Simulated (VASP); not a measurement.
**WS2: single point with PBEsol**

Crystal: WS2.

```
W S
1.0
     3.14624    0.00000   -0.14677
    -1.57312    2.72472   -0.05372
    -0.59230   -0.59230   12.69665
W S
2 4
Direct
  0.17606 0.57183 0.25404
  0.82394 0.42817 0.74596
  0.41682 0.70800 0.62186
  0.43609 0.18507 0.13003
  0.56391 0.81493 0.86997
  0.58318 0.29200 0.37814
```

This cell differs from its parent crystal: engineering shear strain xz -0.0933, engineering shear strain yz -0.0933.

| Item | Value |
| --- | --- |
| Program | VASP 6.6.1 |
| Task | single point |
| Functional | PBEsol |
| Potentials or basis | VASP PAW PBE potentials, release 64 (W_sv, S) |
| Cutoff | 520 eV |
| k mesh | 12 × 12 × 2 |
| Occupations | gaussian, width 0.05 eV |
| Spin | no spin polarisation |
| Dipole correction | no |
| Further INCAR settings | ALGO = Normal; EDIFF = 1e-06; NBANDS = 35 |

```
Pressure               : 0.3 GPa
Largest force          : 0.022 eV/Å
Band gap on the k mesh : 1.08 eV (least direct gap 1.87 eV)
```

Forces in eV/Å, atoms in the order of the input:
```
W    0.001 -0.001 -0.006
W   -0.001  0.001  0.006
S   -0.001 -0.002 -0.022
S   -0.003 -0.001 -0.016
S    0.003  0.001  0.016
S    0.001  0.002  0.022
```

Stress tensor (GPa, compression positive):
```
 0.00 -0.26 -0.23
-0.26 -0.02  0.22
-0.23  0.22  0.78
```

Levels at points of the mesh, in eV from the valence-band top:
| k point | band 24 | band 25 | band 26 | band 27 | band 28 | band 29 |
| --- | --- | --- | --- | --- | --- | --- |
| (0.00, 0.00, 0.00) | -1.63 | -1.17 | 0.00 | 2.37 | 2.38 | 2.40 |
| (0.50, 0.00, 0.00) | -1.70 | -1.60 | -1.46 | 2.40 | 2.43 | 2.67 |
| (0.00, 0.50, 0.00) | -1.77 | -1.67 | -1.41 | 2.41 | 2.42 | 2.78 |
| (0.50, 0.50, 0.00) | -1.78 | -1.68 | -1.45 | 2.41 | 2.42 | 2.76 |
| (0.00, 0.00, 0.50) | -2.14 | -0.39 | -0.29 | 2.37 | 2.38 | 2.40 |
| (0.50, 0.00, 0.50) | -1.76 | -1.68 | -1.42 | 2.41 | 2.42 | 2.78 |
| (0.00, 0.50, 0.50) | -1.72 | -1.60 | -1.45 | 2.40 | 2.43 | 2.66 |
| (0.50, 0.50, 0.50) | -1.72 | -1.54 | -1.52 | 2.40 | 2.43 | 2.77 |

It took 3.3 min on 1 thread of Intel(R) Xeon(R) 6975P-C (Granite Rapids) (shared host), peak memory 0.53 GiB.

Caveat: the cell differs from its parent crystal (engineering shear strain xz -0.0933, engineering shear strain yz -0.0933); the PAW data sets were made with another functional, which shifts forces and pressure a little; spin-orbit coupling is left out, which moves the levels of the heavy elements. A k mesh can miss the band edges.
